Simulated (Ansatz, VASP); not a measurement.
# One calculation of Al, two programs

```
Al
1.0
     2.88277    0.00000    0.00000
    -1.44138    2.49655    0.00000
     0.00000    0.00000    4.86685
Al
2
Direct
  0.66667 0.33333 0.75000
  0.33333 0.66667 0.25000
```

Change from the starting cell: strain +0.025 along x and y, +0.000 along z, atoms carried along.

Alike in both runs: task single point; functional r2SCAN; k mesh 18 × 18 × 10; occupations gaussian, width 0.15 eV; no spin polarisation.

```csv
,VASP,Ansatz
version,VASP 6.6.1,Ansatz 0.2.0
potentials or method,"VASP PAW PBE potentials, release 64 (Al), cutoff 520 eV","scalar-relativistic, plane waves, PAW"
valence electrons in the cell,6,6
```

Ansatz gave:

* gap on the k mesh at the Fermi level (eV): none
* pressure (GPa): -6.5
* traceless stress, the component that is largest in VASP (GPa): -0.09

Problem. What did VASP give for the same quantities?

Solution. gap on the k mesh at the Fermi level (eV): none; pressure (GPa): -6.7; traceless stress, the component that is largest in VASP (GPa): -0.08.

VASP's potentials were made for PBE, not for r2SCAN. A gap of «none» marks a metal or a gap that the smearing closes.
